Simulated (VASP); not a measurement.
# SiNi (Pmmn) in VASP: single point with BLYP

Aim: the single point of SiNi with BLYP.

Program: VASP 6.6.1. These are calculated values, not measurements. Logs are shortened: lines on timing, memory, paths and dates and some standing lists are left out, and cuts for length are marked.

**1. The cell of the first run**

The structure is orthorhombic, space group Pmmn (No. 59). The conventional cell has a = 2.903 Å, b = 3.236 Å, c = 4.614 Å, α = 90.00°, β = 90.00°, γ = 90.00°. Within 3.0 Å of Ni (site symmetry mm2) lie 6 Si at 2.30 to 2.34 Å and 6 Ni at 2.61 to 2.90 Å. Si (site symmetry mm2) has 6 Ni at 2.30 to 2.34 Å and 6 Si at 2.61 to 2.90 Å within 3.0 Å.

**2. Single point, BLYP, collinear spin, ferromagnetic start**

Input file INCAR:

```
SYSTEM = SiNi
PREC = Accurate ; ENCUT = 690
EDIFF = 1E-6 ; ISMEAR = -1
SIGMA = 0.05 ; LREAL = .False.
LASPH = .True. ; NELM = 200
ALGO = Normal ; ISIF = 2
LWAVE = .False. ; LCHARG = .True.
ISPIN = 2 ; MAGMOM = 1 1 0 0
LORBIT = 11 ; LMAXMIX = 4
GGA = B5 ; ALDAX = 1.0
AGGAX = 1.0 ; AGGAC = 1.0
ALDAC = 0.0 ; LELF = .True.
LVHAR = .True. ; NBANDS = 34
GGA_COMPAT = .False.
```

Input file KPOINTS:

```
regular mesh
0
Gamma
  9 8 6
  0 0 0
```

Input file POSCAR:

```
SiNi
1.0
    2.9029986135      0.0000000000      0.0000000000
    0.0000000000      3.2359913818      0.0000000000
    0.0000000000      0.0000000000      4.6142302706
Ni Si
2 2
Direct
    0.5000000000      0.5000000000      0.3424955900
    0.0000000000      0.0000000000      0.6575044100
    0.5000000000      0.5000000000      0.8431431600
    0.0000000000      0.0000000000      0.1568568400
```

Potentials or basis: VASP PAW PBE potentials, release 64 (Ni_sv_GW, Si).

Command:

```
$ cat potpaw_PBE.64/Ni_sv_GW/POTCAR potpaw_PBE.64/Si/POTCAR > POTCAR
$ mpirun -np 1 vasp_std > vasp.out
```

OUTCAR:

```text
SYSTEM = SiNi
   PREC = Accurate
   ENCUT = 690
   EDIFF = 1E-6
   ISMEAR = -1
   LREAL = .False.
   LASPH = .True.
   NELM = 200
   ISIF = 2
   ISPIN = 2
   LORBIT = 11
   GGA = B5

 ion  position               nearest neighbor table
   1  0.500  0.500  0.342-   3 2.30   3 2.31   4 2.34   4 2.34   4 2.34   4 2.34   2 2.61   2 2.61
                             2 2.61   2 2.61
   2  0.000  0.000  0.658-   4 2.30   4 2.31   3 2.34   3 2.34   3 2.34   3 2.34   1 2.61   1 2.61
                             1 2.61   1 2.61
   3  0.500  0.500  0.843-   1 2.30   1 2.31   2 2.34   2 2.34   2 2.34   2 2.34   4 2.61   4 2.61
                             4 2.61   4 2.61
   4  0.000  0.000  0.157-   2 2.30   2 2.31   1 2.34   1 2.34   1 2.34   1 2.34   3 2.61   3 2.61
                             3 2.61   3 2.61

  LATTYP: Found a simple orthorhombic cell.
 ALAT       =     2.9029986135
 B/A-ratio  =     1.1147064855
 C/A-ratio  =     1.5894703667

  Lattice vectors:

 A1 = (   2.9029986135,   0.0000000000,   0.0000000000)
 A2 = (   0.0000000000,   3.2359913818,   0.0000000000)
 A3 = (   0.0000000000,   0.0000000000,   4.6142302706)

Analysis of symmetry for initial positions (statically):
=====================================================================
 Subroutine PRICEL returns:
 Original cell was already a primitive cell.

 Routine SETGRP: Setting up the symmetry group for a
 simple orthorhombic supercell.

 Subroutine GETGRP returns: Found  8 space group operations
 (whereof  4 operations were pure point group operations)
 out of a pool of  8 trial point group operations.

The static configuration has the point symmetry C_2v.
 The point group associated with its full space group is D_2h.

Analysis of symmetry for dynamics (positions and initial velocities):
=====================================================================
 Subroutine PRICEL returns:
 Original cell was already a primitive cell.

 Routine SETGRP: Setting up the symmetry group for a
 simple orthorhombic supercell.

 Subroutine GETGRP returns: Found  8 space group operations
 (whereof  4 operations were pure point group operations)
 out of a pool of  8 trial point group operations.

The dynamic configuration has the point symmetry C_2v.
 The point group associated with its full space group is D_2h.

Analysis of structural, dynamic, and magnetic symmetry:
=====================================================================
 Subroutine PRICEL returns:
 Original cell was already a primitive cell.

 Routine SETGRP: Setting up the symmetry group for a
 simple orthorhombic supercell.

 Subroutine GETGRP returns: Found  8 space group operations
 (whereof  4 operations were pure point group operations)
 out of a pool of  8 trial point group operations.

The overall configuration has the point symmetry C_2v.
 The point group associated with its full space group is D_2h.

 Subroutine INISYM returns: Found  8 space group operations
 (whereof  4 operations are pure point group operations),
 and found     1 'primitive' translations

----------------------------------------------------------------------------------------

                                     Primitive cell

  volume of cell :      43.3464

  direct lattice vectors                    reciprocal lattice vectors
     2.902998613  0.000000000  0.000000000     0.344471401  0.000000000  0.000000000
     0.000000000  3.235991382  0.000000000     0.000000000  0.309024309  0.000000000
     0.000000000  0.000000000  4.614230271     0.000000000  0.000000000  0.216720870

  length of vectors
     2.902998613  3.235991382  4.614230271     0.344471401  0.309024309  0.216720870

  position of ions in fractional coordinates (direct lattice)
     0.500000000  0.500000000  0.342495590
     0.000000000  0.000000000  0.657504410
     0.500000000  0.500000000  0.843143160
     0.000000000  0.000000000  0.156856840

  ion indices of the primitive-cell ions
   primitive index   ion index
                 1           1
                 2           2
                 3           3
                 4           4

----------------------------------------------------------------------------------------

 KPOINTS: regular mesh

Automatic generation of k-mesh.
 Grid dimensions read from file:
 generate k-points for:    9    8    6

 Generating k-lattice:

  Cartesian coordinates                     Fractional coordinates (reciprocal lattice)
     0.038274600  0.000000000  0.000000000     0.111111111  0.000000000  0.000000000
     0.000000000  0.038628039  0.000000000     0.000000000  0.125000000  0.000000000
     0.000000000  0.000000000  0.036120145     0.000000000  0.000000000  0.166666667

  Length of vectors
     0.038274600  0.038628039  0.036120145

  Shift w.r.t. Gamma in fractional coordinates (k-lattice)
     0.000000000  0.000000000  0.000000000

 Subroutine IBZKPT returns following result:
 ===========================================

 Found    100 irreducible k-points:

 Following reciprocal coordinates:
            Coordinates               Weight
  0.000000  0.000000  0.000000      1.000000
  0.111111  0.000000  0.000000      2.000000
  0.222222  0.000000  0.000000      2.000000
  0.333333  0.000000  0.000000      2.000000
  0.444444  0.000000  0.000000      2.000000
  0.000000  0.125000  0.000000      2.000000
[... 16 lines left out ...]
  0.222222  0.500000  0.000000      2.000000
  0.333333  0.500000  0.000000      2.000000
 [... further k-points ...]
   k-points           NKPTS =    100   k-points in BZ     NKDIM =    100   number of bands    NBANDS=     34
   number of dos      NEDOS =    301   number of ions     NIONS =      4
   total plane-waves  NPLWV =  31360
   dimension x,y,z NGX =    28 NGY =   28 NGZ =   40
   dimension x,y,z NGXF=    56 NGYF=   56 NGZF=   80
   ions per type =               2   2
   NGX,Y,Z   is equivalent  to a cutoff of  16.03, 14.38, 14.41 a.u.
   NGXF,Y,Z  is equivalent  to a cutoff of  32.07, 28.77, 28.82 a.u.
 SYSTEM =  SiNi
   PREC   = accura    normal or accurate (medium, high low for compatibility)
   ISTART =      0    job   : 0-new  1-cont  2-samecut
   ICHARG =      2    charge: 1-file 2-atom 10-const
   ISPIN  =      2    spin polarized calculation?
   LNONCOLLINEAR =      F non collinear calculations
   LSORBIT =      F    spin-orbit coupling
   LASPH  =      T    aspherical Exc in radial PAW
   ENCUT  =  690.0 eV  50.71 Ry    7.12 a.u.   6.22  6.93  9.88*2*pi/ulx,y,z
   NELM   =    200;   NELMIN=  2; NELMDL= -5     # of ELM steps
   EDIFF  = 0.1E-05   stopping-criterion for ELM
   LREAL  =      F    real-space projection
[... 7 lines left out ...]
   TEBEG  =    0.0;   TEEND  =   0.0 temperature during run
   PSTRESS=    0.0 pullay stress
   NELECT =      44.0000    total number of electrons
   NUPDOWN=      -1.0000    fix difference up-down
   EMIN   =  10.00;   EMAX   =-10.00  energy-range for DOS
   EFERMI =   0.00;   METHOD = LEGACY
   ISMEAR =    -1;   SIGMA  =   0.05  broadening in eV -4-tet -1-fermi 0-gaus
   EFERMI_NEDOS =   21; number of points for ismear=-14 and -15
   IALGO  =     38    algorithm
   IMIX   =      4    mixing-type and parameters
     AMIX     =   0.40;   BMIX     =  1.00
     AMIX_MAG =   1.60;   BMIX_MAG =  1.00
  volume/ion in A,a.u.               =      10.84        73.13
  Fermi-wavevector in a.u.,A,eV,Ry     =   1.645285  3.109139 36.830481  2.706964
  Thomas-Fermi vector in A             =   2.735108
   LORBIT       =     11    0 simple, 1 ext, 2 COOP (PROOUT), +10 PAW based schemes
   GGA     = B5    functional components
   LHFCALC =     F    Hartree Fock is set to
   AEXX    =    0.0000 exact exchange contribution
   IVDW    =     0    specifies the selected vdW correction
   LEPSILON=     F    determine dielectric tensor
   LRPA    =     F    only Hartree local field effects (RPA)
 spin polarized calculation
  energy-cutoff  :      690.00
  volume of cell :       43.35
 maximum number of plane-waves:      1802
 NGX is ok and might be reduce to    28
   NGX = 13   NGY = 13   NGZ = 19

 number of electron      43.9999986 magnetization      -0.0005089

 number of electron      43.9999986 magnetization       0.0000554

 Free energy of the ion-electron system (eV)
  ---------------------------------------------------
  ext. energy  EPLUGINS =         0.00000000
  ---------------------------------------------------
  free energy    TOTEN  =       -20.99312017 eV

  energy without entropy =      -20.98561092  energy(sigma->0) =      -20.98936554

 E-fermi :  12.1515     XC(G=0): -12.5092

 val. band max:       12.0928544351   @ k =   0.4444   0.3750   0.5000
 cond. band min:      12.1733896618   @ k =   0.0000   0.0000   0.3333
 fundamental gap:      0.0805352266
 Fermi energy:        12.1514993304

 spin component 1

 k-point     1 :       0.0000    0.0000    0.0000
  band No.  band energies     occupation
      1     -91.5785      1.00000
      2     -91.5661      1.00000
      3     -52.3830      1.00000
      4     -52.3488      1.00000
      5     -52.2701      1.00000
      6     -52.2244      1.00000
[... 877 lines left out ...]
     33      29.6844      0.00000
     34      29.9302      0.00000

 [... further k-points ...]

 spin component 2

 k-point     1 :       0.0000    0.0000    0.0000
  band No.  band energies     occupation
      1     -91.5784      1.00000
      2     -91.5661      1.00000
      3     -52.3829      1.00000
      4     -52.3488      1.00000
      5     -52.2700      1.00000
      6     -52.2243      1.00000
[... 877 lines left out ...]
     33      29.5615      0.00000
     34      29.7883      0.00000

 [... further k-points ...]

------------------------ aborting loop because EDIFF is reached ----------------------------------------

  FORCE on cell =-STRESS in cart. coord.  units (eV):
  Direction    XX          YY          ZZ          XY          YZ          ZX
  --------------------------------------------------------------------------------------
  -------------------------------------------------------------------------------------
  Total        6.9927178      6.9537145      6.5831323      0.0000000      0.0000000      0.0000000
  in kB      258.4658312    257.0241832    243.3266722      0.0000000      0.0000000      0.0000000
  external PRESSURE =     252.9388955 kB  Pullay stress =       0.0000000 kB

 VOLUME and BASIS-vectors are now :
 -----------------------------------------------------------------------------
  energy-cutoff  :      690.00
  volume of cell :       43.35
      direct lattice vectors                 reciprocal lattice vectors
     2.902998613  0.000000000  0.000000000     0.344471401  0.000000000  0.000000000
     0.000000000  3.235991382  0.000000000     0.000000000  0.309024309  0.000000000
     0.000000000  0.000000000  4.614230271     0.000000000  0.000000000  0.216720870

 POSITION                                       TOTAL-FORCE (eV/Angst)
 -----------------------------------------------------------------------------------
      1.45150      1.61800      1.58035         0.000000      0.000000      0.015050
      0.00000      0.00000      3.03388         0.000000      0.000000     -0.015050
      1.45150      1.61800      3.89046         0.000000      0.000000     -0.039588
      0.00000      0.00000      0.72377         0.000000      0.000000      0.039588
 -----------------------------------------------------------------------------------
    total drift:                                0.000000      0.000000     -0.000000

  FREE ENERGIE OF THE ION-ELECTRON SYSTEM (eV)
  ---------------------------------------------------
  free  energy   TOTEN  =       -20.9931201663 eV

  energy  without entropy=      -20.9856109173  energy(sigma->0) =      -20.98936554

 total charge

# of ion       s       p       d       f       tot
--------------------------------------------------
    1        2.239   6.396   7.949   0.005  16.589
    2        2.239   6.396   7.949   0.005  16.589
    3        0.757   0.909   0.000   0.000   1.666
    4        0.757   0.909   0.000   0.000   1.666
--------------------------------------------------
tot          5.993  14.611  15.898   0.009  36.511

 magnetization (x)

# of ion       s       p       d       f       tot
--------------------------------------------------
    1        0.000   0.000   0.000   0.000   0.000
    2        0.000   0.000   0.000   0.000   0.000
    3        0.000   0.000   0.000   0.000   0.000
    4        0.000   0.000   0.000   0.000   0.000
--------------------------------------------------
tot          0.000   0.000   0.000   0.000   0.000
```

Wall time 7.4 min (1 thread of Intel Xeon Platinum 8488C (Sapphire Rapids), shared host); peak memory 0.45 GiB.

What came out:

```
Free energy                                           : -20.9931 eV
Pressure                                              : 25.3 GPa
Largest force                                         : 0.040 eV/Å
Band gap on the k mesh                                : zero (filled and empty bands overlap)
Net moment                                            : 0.00 μB per cell
Valence electrons inside the program's atomic spheres : Ni 16.59; Si 1.67
```

Forces in eV/Å, atoms in the order of the input:
```
Ni   0.000  0.000  0.015
Ni   0.000  0.000 -0.015
Si   0.000  0.000 -0.040
Si   0.000  0.000  0.040
```

Levels at points of the mesh, in eV from the Fermi level:
Spin up:
| k point | band 20 | band 21 | band 22 | band 23 | band 24 | band 25 |
| --- | --- | --- | --- | --- | --- | --- |
| (0.00, 0.00, 0.00) | -2.21 | -2.18 | -1.45 | 1.23 | 2.91 | 5.29 |
| (0.00, 0.50, 0.00) | -2.46 | -2.42 | -2.42 | 1.23 | 1.23 | 5.10 |
| (0.00, 0.00, 0.50) | -2.26 | 1.11 | 1.61 | 2.10 | 2.55 | 2.96 |
| (0.00, 0.50, 0.50) | -2.26 | -2.22 | -2.22 | 5.40 | 5.40 | 5.51 |
Spin down:
```
           k point  band 18  band 19  band 20  band 21  band 22  band 23  band 24  band 25  band 26  band 27
(0.00, 0.00, 0.00)    -2.93    -2.54    -2.21    -2.18    -1.45     1.23     2.91     5.29     5.81     7.42
(0.00, 0.50, 0.00)    -3.00    -2.46    -2.46    -2.42    -2.42     1.23     1.23     5.10     5.10     8.16
(0.00, 0.00, 0.50)    -3.00    -2.93    -2.26     1.11     1.61     2.10     2.55     2.96     3.78     4.59
(0.00, 0.50, 0.50)    -2.78    -2.26    -2.26    -2.22    -2.22     5.40     5.40     5.51     5.51     7.40
```

Caveat: the cell stands under pressure; the moments typed at the start vanished in this run; the PAW data sets were made with another functional, which shifts forces and pressure a little.

The gap in the log of VASP goes by the Fermi energy; the results here count the filled bands.